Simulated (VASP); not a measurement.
# LiSb3 (Pm-3m) in VASP: further runs

The runs below take LiSb3 through single point, with PBE+D3(BJ).

Program: VASP 6.6.1. These are calculated values, not measurements. Logs are shortened: lines on timing, memory, paths and dates and some standing lists are left out, and cuts for length are marked.

### 1 The cell of the first run

Symmetry: Pm-3m, No. 221, cubic system. Conventional cell: a = 4.743 Å, b = 4.743 Å, c = 4.743 Å, α = 90.00°, β = 90.00°, γ = 90.00°. Li (site symmetry m-3m) has 12 Sb at 3.35 Å within 4.4 Å. Sb (site symmetry 4/mmm) has 4 Li at 3.35 Å and 8 Sb at 3.35 Å within 4.4 Å.

### 2 Single point, PBE+D3(BJ)

Contents of INCAR:

```
SYSTEM = LiSb3
PREC = Accurate
ENCUT = 520
EDIFF = 1E-6
ISMEAR = -1
SIGMA = 0.1
LREAL = .False.
LASPH = .True.
NELM = 60
ALGO = Normal
ISIF = 2
LWAVE = .False.
LCHARG = .False.
GGA = PE
IVDW = 12
NBANDS = 17
```

Contents of KPOINTS:

```
regular mesh
0
Gamma
  4 4 4
  0 0 0
```

Contents of POSCAR:

```
LiSb3
1.0
    4.7426194325      0.0000000000      0.0000000000
    0.0000000000      4.7426194325      0.0000000000
    0.0000000000      0.0000000000      4.7426194325
Li Sb
1 3
Direct
    0.0000000000      0.0000000000      0.0000000000
    0.5000000000      0.0000000000      0.5000000000
    0.0000000000      0.5000000000      0.5000000000
    0.5000000000      0.5000000000      0.0000000000
```

Potentials or basis: VASP PAW PBE potentials, release 64 (Li_sv, Sb).

The run is started by

```bash
$ cat potpaw_PBE.64/Li_sv/POTCAR potpaw_PBE.64/Sb/POTCAR > POTCAR
$ mpirun -np 1 vasp_std > vasp.out
```

OUTCAR:

```text
SYSTEM = LiSb3
   PREC = Accurate
   ENCUT = 520
   EDIFF = 1E-6
   ISMEAR = -1
   LREAL = .False.
   LASPH = .True.
   NELM = 60
   ISIF = 2
   GGA = PE
   IVDW = 12
 IVDW          = 12

 ion  position               nearest neighbor table
   1  0.000  0.000  0.000-
   2  0.500  0.000  0.500-   3 3.35   4 3.35   4 3.35   3 3.35   4 3.35   4 3.35   3 3.35   3 3.35

   3  0.000  0.500  0.500-   2 3.35   4 3.35   4 3.35   2 3.35   2 3.35   4 3.35   4 3.35   2 3.35

   4  0.500  0.500  0.000-   2 3.35   3 3.35   2 3.35   3 3.35   2 3.35   2 3.35   3 3.35   3 3.35

  LATTYP: Found a simple cubic cell.
 ALAT       =     4.7426194325

  Lattice vectors:

 A1 = (   4.7426194325,   0.0000000000,   0.0000000000)
 A2 = (   0.0000000000,   4.7426194325,   0.0000000000)
 A3 = (   0.0000000000,   0.0000000000,   4.7426194325)

Analysis of symmetry for initial positions (statically):
=====================================================================
 Subroutine PRICEL returns:
 Original cell was already a primitive cell.

 Routine SETGRP: Setting up the symmetry group for a
 simple cubic supercell.

 Subroutine GETGRP returns: Found 48 space group operations
 (whereof 48 operations were pure point group operations)
 out of a pool of 48 trial point group operations.

The static configuration has the point symmetry O_h .

Analysis of symmetry for dynamics (positions and initial velocities):
=====================================================================
 Subroutine PRICEL returns:
 Original cell was already a primitive cell.

 Routine SETGRP: Setting up the symmetry group for a
 simple cubic supercell.

 Subroutine GETGRP returns: Found 48 space group operations
 (whereof 48 operations were pure point group operations)
 out of a pool of 48 trial point group operations.

The dynamic configuration has the point symmetry O_h .

 Subroutine INISYM returns: Found 48 space group operations
 (whereof 48 operations are pure point group operations),
 and found     1 'primitive' translations

----------------------------------------------------------------------------------------

                                     Primitive cell

  volume of cell :     106.6731

  direct lattice vectors                    reciprocal lattice vectors
     4.742619432  0.000000000  0.000000000     0.210853941  0.000000000  0.000000000
     0.000000000  4.742619432  0.000000000     0.000000000  0.210853941  0.000000000
     0.000000000  0.000000000  4.742619432     0.000000000  0.000000000  0.210853941

  length of vectors
     4.742619432  4.742619432  4.742619432     0.210853941  0.210853941  0.210853941

  position of ions in fractional coordinates (direct lattice)
     0.000000000  0.000000000  0.000000000
     0.500000000  0.000000000  0.500000000
     0.000000000  0.500000000  0.500000000
     0.500000000  0.500000000  0.000000000

  ion indices of the primitive-cell ions
   primitive index   ion index
                 1           1
                 2           2
                 3           3
                 4           4

----------------------------------------------------------------------------------------

 KPOINTS: regular mesh

Automatic generation of k-mesh.
 Grid dimensions read from file:
 generate k-points for:    4    4    4

 Generating k-lattice:

  Cartesian coordinates                     Fractional coordinates (reciprocal lattice)
     0.052713485  0.000000000  0.000000000     0.250000000  0.000000000  0.000000000
     0.000000000  0.052713485  0.000000000     0.000000000  0.250000000  0.000000000
     0.000000000  0.000000000  0.052713485     0.000000000  0.000000000  0.250000000

  Length of vectors
     0.052713485  0.052713485  0.052713485

  Shift w.r.t. Gamma in fractional coordinates (k-lattice)
     0.000000000  0.000000000  0.000000000

 Subroutine IBZKPT returns following result:
 ===========================================

 Found     10 irreducible k-points:

 Following reciprocal coordinates:
            Coordinates               Weight
  0.000000  0.000000  0.000000      1.000000
  0.250000  0.000000  0.000000      6.000000
  0.500000  0.000000  0.000000      3.000000
  0.250000  0.250000  0.000000     12.000000
  0.500000  0.250000  0.000000     12.000000
  0.500000  0.500000  0.000000      3.000000
  0.250000  0.250000  0.250000      8.000000
  0.500000  0.250000  0.250000     12.000000
  0.500000  0.500000  0.250000      6.000000
  0.500000  0.500000  0.500000      1.000000
   k-points           NKPTS =     10   k-points in BZ     NKDIM =     10   number of bands    NBANDS=     17
   number of dos      NEDOS =    301   number of ions     NIONS =      4
   total plane-waves  NPLWV =  46656
   dimension x,y,z NGX =    36 NGY =   36 NGZ =   36
   dimension x,y,z NGXF=    72 NGYF=   72 NGZF=   72
   ions per type =               1   3
   NGX,Y,Z   is equivalent  to a cutoff of  12.62, 12.62, 12.62 a.u.
   NGXF,Y,Z  is equivalent  to a cutoff of  25.24, 25.24, 25.24 a.u.
 SYSTEM =  LiSb3
   PREC   = accura    normal or accurate (medium, high low for compatibility)
   ISTART =      0    job   : 0-new  1-cont  2-samecut
   ICHARG =      2    charge: 1-file 2-atom 10-const
   ISPIN  =      1    spin polarized calculation?
   LNONCOLLINEAR =      F non collinear calculations
   LSORBIT =      F    spin-orbit coupling
   LASPH  =      T    aspherical Exc in radial PAW
   ENCUT  =  520.0 eV  38.22 Ry    6.18 a.u.   8.82  8.82  8.82*2*pi/ulx,y,z
   NELM   =     60;   NELMIN=  2; NELMDL= -5     # of ELM steps
   EDIFF  = 0.1E-05   stopping-criterion for ELM
   LREAL  =      F    real-space projection
   EDIFFG = 0.1E-04   stopping-criterion for IOM
   NSW    =      0    number of steps for IOM
   IBRION =     -1    ionic relax: 0-MD 1-quasi-New 2-CG
   NFREE  =      0    steps in history (QN), initial steepest desc. (CG)
   ISIF   =      2    stress and relaxation
   ISYM   =      2    0-nonsym 1-usesym 2-fastsym
   POTIM  = 0.5000    time-step for ionic-motion
   TEBEG  =    0.0;   TEEND  =   0.0 temperature during run
   PSTRESS=    0.0 pullay stress
   NELECT =      18.0000    total number of electrons
   NUPDOWN=      -1.0000    fix difference up-down
   EMIN   =  10.00;   EMAX   =-10.00  energy-range for DOS
   EFERMI =   0.00;   METHOD = LEGACY
   ISMEAR =    -1;   SIGMA  =   0.10  broadening in eV -4-tet -1-fermi 0-gaus
   EFERMI_NEDOS =   21; number of points for ismear=-14 and -15
   IALGO  =     38    algorithm
   IMIX   =      4    mixing-type and parameters
     AMIX     =   0.40;   BMIX     =  1.00
     AMIX_MAG =   1.60;   BMIX_MAG =  1.00
  volume/ion in A,a.u.               =      26.67       179.97
  Fermi-wavevector in a.u.,A,eV,Ry     =   0.904650  1.709541 11.134901  0.818392
  Thomas-Fermi vector in A             =   2.028123
   LORBIT       =      0    0 simple, 1 ext, 2 COOP (PROOUT), +10 PAW based schemes
   GGA     = PE    functional components
   LHFCALC =     F    Hartree Fock is set to
   AEXX    =    0.0000 exact exchange contribution
   IVDW    =    12    specifies the selected vdW correction
   LEPSILON=     F    determine dielectric tensor
   LRPA    =     F    only Hartree local field effects (RPA)
 non-spin polarized calculation
  energy-cutoff  :      520.00
  volume of cell :      106.67
 maximum number of plane-waves:      2897
 NGX is ok and might be reduce to    36
   NGX = 17   NGY = 17   NGZ = 17

 number of electron      17.9999992 magnetization

 Free energy of the ion-electron system (eV)
  ---------------------------------------------------
  ext. energy  EPLUGINS =         0.00000000
  ---------------------------------------------------
  free energy    TOTEN  =       -14.45221292 eV

  energy without entropy =      -14.33895263  energy(sigma->0) =      -14.39558277

 E-fermi :   6.3337     XC(G=0):  -9.3353

 val. band max:        6.2931966329   @ k =   0.2500   0.0000   0.0000
 cond. band min:       6.4184445227   @ k =   0.5000   0.2500   0.2500
 fundamental gap:      0.1252478898
 Fermi energy:         6.3336936544

 k-point     1 :       0.0000    0.0000    0.0000
  band No.  band energies     occupation
      1     -41.0502      2.00000
      2      -5.5286      2.00000
      3      -0.8596      2.00000
      4      -0.8596      2.00000
      5       2.4524      2.00000
      6       2.4524      2.00000
[... 9 lines left out ...]
     16      11.6726      0.00000
     17      11.9132      0.00000

 k-point     2 :       0.2500    0.0000    0.0000
  band No.  band energies     occupation
      1     -41.0502      2.00000
      2      -5.1802      2.00000
      3      -2.0910      2.00000
      4      -0.7580      2.00000
      5       2.8429      2.00000
      6       2.8429      2.00000
[... 9 lines left out ...]
     16      12.2347      0.00000
     17      12.9928      0.00000

 k-point     3 :       0.5000    0.0000    0.0000
  band No.  band energies     occupation
      1     -41.0502      2.00000
      2      -4.5272      2.00000
      3      -3.3195      2.00000
      4      -0.6472      2.00000
      5       3.5494      2.00000
      6       3.5494      2.00000
[... 9 lines left out ...]
     16      12.0787      0.00000
     17      12.0787      0.00000

 k-point     4 :       0.2500    0.2500    0.0000
  band No.  band energies     occupation
      1     -41.0502      2.00000
      2      -4.8298      2.00000
      3      -2.1934      2.00000
      4      -1.5070      2.00000
      5       2.7332      2.00000
      6       3.2420      2.00000
[... 9 lines left out ...]
     16      11.7212      0.00000
     17      12.8538      0.00000

 k-point     5 :       0.5000    0.2500    0.0000
  band No.  band energies     occupation
      1     -41.0501      2.00000
      2      -4.1507      2.00000
      3      -3.1449      2.00000
      4      -1.5419      2.00000
      5       2.7646      2.00000
      6       3.5864      2.00000
[... 9 lines left out ...]
     16      11.5852      0.00000
     17      12.3711      0.00000

 k-point     6 :       0.5000    0.5000    0.0000
  band No.  band energies     occupation
      1     -41.0502      2.00000
      2      -3.1838      2.00000
      3      -2.9390      2.00000
      4      -2.9390      2.00000
      5       1.7818      2.00000
      6       4.0141      2.00000
[... 9 lines left out ...]
     16      12.9388      0.00000
     17      12.9388      0.00000

 k-point     7 :       0.2500    0.2500    0.2500
  band No.  band energies     occupation
      1     -41.0502      2.00000
      2      -4.4827      2.00000
      3      -2.0206      2.00000
      4      -2.0206      2.00000
      5       1.7317      2.00000
      6       3.7282      2.00000
[... 9 lines left out ...]
     16      12.8877      0.00000
     17      12.8877      0.00000

 k-point     8 :       0.5000    0.2500    0.2500
  band No.  band energies     occupation
      1     -41.0502      2.00000
      2      -3.7944      2.00000
      3      -2.9639      2.00000
      4      -1.8176      2.00000
      5       1.9728      2.00000
      6       2.8597      2.00000
[... 9 lines left out ...]
     16      12.5866      0.00000
     17      12.9970      0.00000

 k-point     9 :       0.5000    0.5000    0.2500
  band No.  band energies     occupation
      1     -41.0502      2.00000
      2      -2.9047      2.00000
      3      -2.7488      2.00000
      4      -2.7488      2.00000
      5       1.8303      2.00000
      6       1.8957      2.00000
[... 9 lines left out ...]
     16      13.3776      0.00000
     17      13.3776      0.00000

 k-point    10 :       0.5000    0.5000    0.5000
  band No.  band energies     occupation
      1     -41.0501      2.00000
      2      -2.5206      2.00000
      3      -2.5206      2.00000
      4      -2.5206      2.00000
      5       0.6361      2.00000
      6       2.0228      2.00000
[... 9 lines left out ...]
     16      14.3687      0.00000
     17      14.3687      0.00000

------------------------ aborting loop because EDIFF is reached ----------------------------------------

 Edisp (eV)   -1.59149

 E8    (eV) :    -0.7253

  FORCE on cell =-STRESS in cart. coord.  units (eV):
  Direction    XX          YY          ZZ          XY          YZ          ZX
  --------------------------------------------------------------------------------------
  -------------------------------------------------------------------------------------
  Total      -2.66735    -2.66735    -2.66735     0.00000    -0.00000     0.00000
  in kB     -40.06230   -40.06230   -40.06230     0.00000    -0.00000     0.00000
  external pressure =      -40.06 kB  Pullay stress =        0.00 kB

 VOLUME and BASIS-vectors are now :
 -----------------------------------------------------------------------------
  energy-cutoff  :      520.00
  volume of cell :      106.67
      direct lattice vectors                 reciprocal lattice vectors
     4.742619432  0.000000000  0.000000000     0.210853941  0.000000000  0.000000000
     0.000000000  4.742619432  0.000000000     0.000000000  0.210853941  0.000000000
     0.000000000  0.000000000  4.742619432     0.000000000  0.000000000  0.210853941

 POSITION                                       TOTAL-FORCE (eV/Angst)
 -----------------------------------------------------------------------------------
      0.00000      0.00000      0.00000         0.000000      0.000000      0.000000
      2.37131      0.00000      2.37131         0.000000      0.000000      0.000000
      0.00000      2.37131      2.37131         0.000000      0.000000      0.000000
      2.37131      2.37131      0.00000         0.000000      0.000000      0.000000
 -----------------------------------------------------------------------------------
    total drift:                               -0.000000      0.000000      0.000000

  FREE ENERGIE OF THE ION-ELECTRON SYSTEM (eV)
  ---------------------------------------------------
  free  energy   TOTEN  =       -16.0437063483 eV

  energy  without entropy=      -15.9304460506  energy(sigma->0) =      -15.98707620
```

Run time: 16 s. Hardware: 1 thread of AMD EPYC 7R13 (Zen 3), shared host; peak memory 0.18 GiB.

What came out:

- Free energy: -16.0437 eV
- Band gap on the k mesh: zero (band 9 reaches 7.81 eV, above the bottom of band 10 at 5.54 eV)
- Dispersion energy per atom: -0.398 eV

Levels at points of the mesh, in eV from the Fermi level:
| k point | band 7 | band 8 | band 9 | band 10 | band 11 | band 12 |
| --- | --- | --- | --- | --- | --- | --- |
| (0.00, 0.00, 0.00) | -3.88 | 0.93 | 0.93 | 0.93 | 1.02 | 2.68 |
| (0.50, 0.00, 0.00) | -1.32 | -1.32 | -1.13 | -0.79 | -0.51 | 2.55 |
| (0.50, 0.50, 0.00) | -1.21 | -0.83 | -0.83 | -0.77 | -0.77 | 3.02 |
| (0.50, 0.50, 0.50) | -4.31 | -4.31 | 0.70 | 3.87 | 3.87 | 4.24 |

Caveat: the cutoff is under 1.25 times the usual one of these potentials, so pressure, stress and relaxed cells hold a basis-set (Pulay) error; three body term missing; spin-orbit coupling is left out, which moves the levels of the heavy elements; pairwise dispersion overbinds metals, which lowers pressure and volume.

(Part 1 of 2 ends here.)
